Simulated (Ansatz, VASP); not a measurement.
# Hg: VASP beside Ansatz

File INCAR:

```
PREC     = Accurate       # precision mode
ENCUT    = 500            # plane-wave cutoff, eV
EDIFF    = 1E-6           # SCF threshold, eV
ISMEAR   = 0              # smearing method
SIGMA    = 0.29           # smearing width, eV
LREAL    = False          # projectors in reciprocal space
LASPH    = True           # aspherical terms in the spheres
NELM     = 200            # most SCF steps
ALGO     = Normal         # electronic algorithm
ISIF     = 2              # what is computed and relaxed
LWAVE    = False          # write WAVECAR
LCHARG   = True           # write CHGCAR
ISPIN    = 2              # spin polarisation
MAGMOM   = 5              # initial moments
LORBIT   = 11             # projections on sites
GGA      = PE             # functional
LELF     = True           # ELF
LVHAR    = True         
NBANDS   = 16             # bands
GGA_COMPAT= False
```

File KPOINTS:

```
Automatic mesh
0
Gamma
  4 4 4
```

The input POSCAR:

```
Hg
1.0
    0.0000000000      2.3919113801      2.3919113801
    2.3919113801      0.0000000000      2.3919113801
    2.3919113801      2.3919113801      0.0000000000
Hg
1
Direct
    0.0000000000      0.0000000000      0.0000000000
```

Input for Ansatz:

```yaml
crystal:
  lattice:
    - [0.0, 2.3919113801, 2.3919113801]
    - [2.3919113801, 0.0, 2.3919113801]
    - [2.3919113801, 2.3919113801, 0.0]
  atoms:
    - { symbol: Hg, position: [0.0, 0.0, 0.0], spin: 5.0 }
basis:
  ecutwfc: 420
  ecutrho_ratio: 10
kpoints:
  mp_grid: { grid: [4, 4, 4] }
hamiltonian:
  xc: pbe
scf:
  occupations: { method: gaussian, width: 0.29 }
  lower_state_search: "off"
  max_iter: 20
output:
  forces: true
  stress: true
  eigenvalues: true
  populations: true
magnetization:
  spin_polarized: true
```

Alike in both runs: task single point; functional PBE; k mesh 4 × 4 × 4; occupations gaussian, width 0.29 eV; collinear spin.

|  | VASP | Ansatz |
| --- | --- | --- |
| version | VASP 6.6.1 | Ansatz 0.2.0 |
| potentials or method | VASP PAW PBE potentials, release 64 (Hg), cutoff 500 eV | scalar-relativistic, plane waves, PAW |
| valence electrons in the cell | 12 | 20 |

|  | VASP | Ansatz | Ansatz less VASP |
| --- | --- | --- | --- |
| gap on the k mesh at the Fermi level (eV) | none | none | - |
| pressure (GPa) | -0.8 | -0.9 | -0.11 |
| net moment per atom (μB) | 0.00 | 0.00 | 0.000 |

A gap of «none» marks a metal or a gap that the smearing closes. VASP's potentials hold 12 valence electrons a cell and Ansatz's 20, so a difference there can come from the potentials and not from the codes. Ansatz's warnings: magnetization residual over threshold, seeded moment not kept.

The k mesh is coarse, so the values compare programs but aren't converged. Neither program's run includes spin-orbit coupling.
